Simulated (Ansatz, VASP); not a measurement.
**Two plane-wave programs on SnO**

The input POSCAR:

```
SnO
1.0
    0.0000000000      2.7082147176      2.7082147176
    2.7082147176      0.0000000000      2.7082147176
    2.7082147176      2.7082147176      0.0000000000
Sn O
1 1
Direct
    0.0000000000      0.0000000000      0.0000000000
    0.2500000000      0.2500000000      0.2500000000
```

The input INCAR.step1:

```
  ALGO = Normal
  EDIFF = 1E-4
  ENCUT = 520
  GGA = PE
  ISMEAR = 1
  LASPH = True
  LCHARG = False
  LREAL = False
  LWAVE = True
  NBANDS = 17
  NELM = 80
  PREC = Accurate
  SIGMA = 0.001
```

The input INCAR.step2:

```
  ALGO = Normal
  EDIFF = 1E-7
  ENCUT = 520
  ISIF = 2
  ISMEAR = 1
  ISTART = 1
  LASPH = True
  LCHARG = True
  LELF = True
  LMIXTAU = True
  LREAL = False
  LVHAR = True
  LWAVE = False
  METAGGA = R2SCAN
  NBANDS = 17
  NELM = 80
  PREC = Accurate
  SIGMA = 0.001
```

Contents of KPOINTS:

```
k-points
0
Gamma
  6 6 6
```

Input for Ansatz:

```yaml
crystal:
  lattice:
    - [0.0, 2.7082147176, 2.7082147176]
    - [2.7082147176, 0.0, 2.7082147176]
    - [2.7082147176, 2.7082147176, 0.0]
  atoms:
    - { symbol: Sn, position: [0.0, 0.0, 0.0] }
    - { symbol: O, position: [0.25, 0.25, 0.25] }
kpoints:
  mp_grid: { grid: [6, 6, 6] }
hamiltonian:
  xc: r2scan
scf:
  occupations: { method: cold, width: 0.001 }
  n_extra_bands: 4
output:
  forces: true
  stress: true
  eigenvalues: true
```

Alike in both runs: task single point; functional r2SCAN; k mesh 6 × 6 × 6; no spin polarisation.

```csv
,VASP,Ansatz
version,VASP 6.6.1,Ansatz 0.2.0
potentials or method,"VASP PAW PBE potentials, release 64 (Sn_d, O)",plane waves
plane-wave cutoff (eV),520,500
occupations,"methfessel-paxton of order 1, width 0.001 eV","cold, width 0.001 eV"
valence electrons in the cell,20,20
```

```csv
,VASP,Ansatz,Ansatz less VASP
pressure (GPa),0.2,-0.1,-0.33
```

VASP's potentials were made for PBE, not for r2SCAN.
